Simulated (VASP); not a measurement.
Set up this calculation in VASP 6.6.1, as the native input.

```
Task                   : single point
Functional             : PBE
Potentials or basis    : VASP PAW PBE potentials, release 64 (P)
Cutoff                 : 520 eV
k mesh                 : 12 × 12 × 12
Occupations            : gaussian, width 0.1 eV
Spin                   : no spin polarisation
Dipole correction      : no
Further INCAR settings : ALGO = Fast; EDIFF = 1e-06; NBANDS = 12
```

The structure of P lies in POSCAR:

```
P
1.0
    1.7257251780      0.9963478961      3.1296800121
   -1.7257251780      0.9963478961      3.1296800121
    0.0000000000     -1.9926957921      3.1296800121
P
2
Direct
    0.2270802500      0.2270802500      0.2270802500
    0.7422439092      0.7561742848      0.8507850630
```

This cell differs from its parent crystal: one atom moved.

These files were run (other wordings do the same):

INCAR

```
SYSTEM = P
PREC     = Accurate       ! precision mode
ENCUT    = 520            ! plane-wave cutoff, eV
EDIFF    = 1E-6           ! SCF threshold, eV
ISMEAR   = 0              ! smearing method
SIGMA    = 0.1            ! smearing width, eV
LREAL    = .FALSE.        ! projectors in reciprocal space
LASPH    = .TRUE.         ! aspherical terms in the spheres
NELM     = 100            ! most SCF steps
ALGO     = Fast           ! electronic algorithm
ISIF     = 2              ! what is computed and relaxed
LWAVE    = .FALSE.        ! write WAVECAR
LCHARG   = .FALSE.        ! write CHGCAR
GGA      = PE             ! functional
NBANDS   = 12             ! bands
```

KPOINTS

```
Automatic mesh
0
G
  12 12 12
  0 0 0
```

Potentials or basis: VASP PAW PBE potentials, release 64 (P).

The run is started by

```console
$ cat potpaw_PBE.64/P/POTCAR > POTCAR
$ mpirun -np 1 vasp_std > vasp.out
```

Results of the run:

```
Pressure               : 6.3 GPa
Largest force          : 1.876 eV/Å
Band gap on the k mesh : zero (bands 5 and 6 overlap by 0.99 eV)
```

Caveat: the cell differs from its parent crystal (one atom moved); the cell stands under pressure; forces of over 1 eV/Å act on the atoms, so gaps and moduli don't describe the material at rest.

It took 5.3 min on 1 thread of Oxide Virtual Turin-like Processor (shared host), peak memory 0.32 GiB.
